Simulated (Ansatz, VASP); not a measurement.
Two plane-wave programs on Zr3MoRh

INCAR

```
SYSTEM = Zr3MoRh
PREC = Accurate
ENCUT = 600
EDIFF = 1E-7
ISMEAR = 0
SIGMA = 0.1
LREAL = .FALSE.
LASPH = .TRUE.
NELM = 60
ALGO = Normal
ISIF = 3
LWAVE = .FALSE.
LCHARG = .FALSE.
GGA = PE
IBRION = 2
NSW = 90
EDIFFG = -0.04
```

The input KPOINTS:

```
regular mesh
0
G
  4 4 4
  0 0 0
```

File POSCAR:

```
Zr3MoRh
1.0
    4.1663374226      0.0000000000      0.0000000000
    0.0000000000      4.1663374226      0.0000000000
    0.0000000000      0.0000000000      4.1663374226
Zr Mo Rh
3 1 1
Direct
    0.0000000000      0.5000000000      0.5000000000
    0.5000000000      0.0000000000      0.5000000000
    0.5000000000      0.5000000000      0.0000000000
    0.0000000000      0.0000000000      0.0000000000
    0.5000000000      0.5000000000      0.5000000000
```

Input for Ansatz:

```yaml
crystal:
  lattice:
    - [4.1663374226, 0.0, 0.0]
    - [0.0, 4.1663374226, 0.0]
    - [0.0, 0.0, 4.1663374226]
  atoms:
    - { symbol: Zr, position: [0.0, 0.5, 0.5] }
    - { symbol: Zr, position: [0.5, 0.0, 0.5] }
    - { symbol: Zr, position: [0.5, 0.5, 0.0] }
    - { symbol: Mo, position: [0.0, 0.0, 0.0] }
    - { symbol: Rh, position: [0.5, 0.5, 0.5] }
basis:
  ecutwfc: 420
kpoints:
  mp_grid: { grid: [4, 4, 4] }
hamiltonian:
  xc: pbe
scf:
  occupations: { method: gaussian, width: 0.1 }
  lower_state_search: "off"
output:
  forces: true
  stress: true
  eigenvalues: true
relax:
  adjacent_minimum: "off"
  f_tol: 0.04
  max_steps: 70
  cell: { stress_tol: 0.4 }
```

Alike in both runs: task relaxation of cell and atoms; functional PBE; k mesh 4 × 4 × 4; occupations gaussian, width 0.1 eV; no spin polarisation.

```csv
,VASP,Ansatz
version,VASP 6.6.1,Ansatz 0.2.0
potentials or method,"VASP PAW PBE potentials, release 64 (Zr_sv, Mo_sv, Rh_pv), cutoff 600 eV","scalar-relativistic, plane waves, PAW"
valence electrons in the cell,65,67
```

|  | VASP | Ansatz | Ansatz less VASP |
| --- | --- | --- | --- |
| gap on the k mesh at the Fermi level, each at its own relaxed structure (eV) | none | none | - |
| relaxed volume (Å³/atom) | 24.00 | 24.00 | +0.002 |
| relaxed length of the cell vector where the two differ most in proportion (Å) | 4.933 | 4.933 | +0.0001 |

A gap of «none» marks a metal or a gap that the smearing closes. VASP's potentials hold 65 valence electrons a cell and Ansatz's 67, so a difference there can come from the potentials and not from the codes.

The k mesh is coarse, so the values compare programs but aren't converged. Noted on VASP's run: the volume moved by over 15 % at a fixed basis, so the end points are rough.
